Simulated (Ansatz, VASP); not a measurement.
## One calculation of Sr, two programs

```
CELL_PARAMETERS angstrom
-2.47501 2.47501 2.32800
2.47501 -2.47501 2.32800
2.47501 2.47501 -2.32800
ATOMIC_POSITIONS crystal
Sr 0.00000 0.00000 0.00000
```

Change from the starting cell: z stretched by -4 % at fixed volume.

Alike in both runs: task single point; functional PBE; k mesh 12 × 12 × 12; occupations fermi-dirac, width 0.05 eV; no spin polarisation.

|  | VASP | Ansatz |
| --- | --- | --- |
| version | VASP 6.6.1 | Ansatz 0.2.0 |
| potentials or method | VASP PAW PBE potentials, release 64 (Sr_sv), cutoff 520 eV | all-electron LAPW, scalar-relativistic |

|  | VASP | Ansatz | Ansatz less VASP |
| --- | --- | --- | --- |
| pressure (GPa) | -0.6 | -0.6 | 0.00 |
| traceless stress, the component that is largest in VASP (GPa) | 0.11 | 0.11 | -0.005 |

Ansatz ran all-electron here, and VASP with PAW potentials.
